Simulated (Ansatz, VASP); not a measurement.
## BeS: VASP beside Ansatz

The input INCAR:

```
PREC = Accurate
ENCUT = 520
EDIFF = 1E-6
ISMEAR = 0
SIGMA = 0.1
LREAL = Auto
LASPH = True
NELM = 100
ALGO = Normal
ISIF = 2
LWAVE = False
LCHARG = True
GGA = PE
LELF = True
LVHAR = True
NBANDS = 46
```

File KPOINTS:

```
Automatic mesh
0
Gamma
  4 4 4
```

POSCAR

```
BeS
1.0
    6.2672221100      0.0000000000      0.0000000000
    0.0000000000      6.2672221100      0.0000000000
    0.0000000000      0.0000000000      5.4734878500
Be S
8 8
Direct
    0.6409692500      0.8590307500      0.9309069100
    0.6409692500      0.1409692500      0.4309069100
    0.3590307500      0.8590307500      0.4309069100
    0.3590307500      0.1409692500      0.9309069100
    0.1409692500      0.3590307500      0.5690930900
    0.8590307500      0.6409692500      0.5690930900
    0.1409692500      0.6409692500      0.0690930900
    0.8590307500      0.3590307500      0.0690930900
    0.6409692500      0.8590307500      0.5690930900
    0.3590307500      0.1409692500      0.5690930900
    0.6409692500      0.1409692500      0.0690930900
    0.3590307500      0.8590307500      0.0690930900
    0.1409692500      0.3590307500      0.9309069100
    0.1409692500      0.6409692500      0.4309069100
    0.8590307500      0.3590307500      0.4309069100
    0.8590307500      0.6409692500      0.9309069100
```

Input for Ansatz:

```yaml
crystal:
  lattice:
    - [6.26722211, 0.0, 0.0]
    - [0.0, 6.26722211, 0.0]
    - [0.0, 0.0, 5.47348785]
  atoms:
    - { symbol: Be, position: [0.64096925, 0.85903075, 0.93090691] }
    - { symbol: Be, position: [0.64096925, 0.14096925, 0.43090691] }
    - { symbol: Be, position: [0.35903075, 0.85903075, 0.43090691] }
    - { symbol: Be, position: [0.35903075, 0.14096925, 0.93090691] }
    - { symbol: Be, position: [0.14096925, 0.35903075, 0.56909309] }
    - { symbol: Be, position: [0.85903075, 0.64096925, 0.56909309] }
    - { symbol: Be, position: [0.14096925, 0.64096925, 0.06909309] }
    - { symbol: Be, position: [0.85903075, 0.35903075, 0.06909309] }
    - { symbol: S, position: [0.64096925, 0.85903075, 0.56909309] }
    - { symbol: S, position: [0.35903075, 0.14096925, 0.56909309] }
    - { symbol: S, position: [0.64096925, 0.14096925, 0.06909309] }
    - { symbol: S, position: [0.35903075, 0.85903075, 0.06909309] }
    - { symbol: S, position: [0.14096925, 0.35903075, 0.93090691] }
    - { symbol: S, position: [0.14096925, 0.64096925, 0.43090691] }
    - { symbol: S, position: [0.85903075, 0.35903075, 0.43090691] }
    - { symbol: S, position: [0.85903075, 0.64096925, 0.93090691] }
basis:
  ecutwfc: 420
kpoints:
  mp_grid: { grid: [4, 4, 4] }
hamiltonian:
  xc: pbe
scf:
  occupations: { method: gaussian, width: 0.1 }
  lower_state_search: "off"
output:
  forces: true
  stress: true
  eigenvalues: true
```

Alike in both runs: task single point; functional PBE; k mesh 4 × 4 × 4; occupations gaussian, width 0.1 eV; no spin polarisation.

```csv
,VASP,Ansatz
version,VASP 6.6.1,Ansatz 0.2.0
potentials or method,"VASP PAW PBE potentials, release 64 (Be, S), cutoff 520 eV","scalar-relativistic, plane waves, PAW"
valence electrons in the cell,64,64
```

Ansatz gave:

- gap on the k mesh at the Fermi level (eV): 2.96
- least direct gap on the mesh (eV): 2.96
- rms of the force components (eV/Å): 1.160

Estimate VASP's values.

gap on the k mesh at the Fermi level (eV): 2.96; least direct gap on the mesh (eV): 2.96; rms of the force components (eV/Å): 1.159.

Atom by atom the forces differ by 0.002 eV/Å (rms over components).
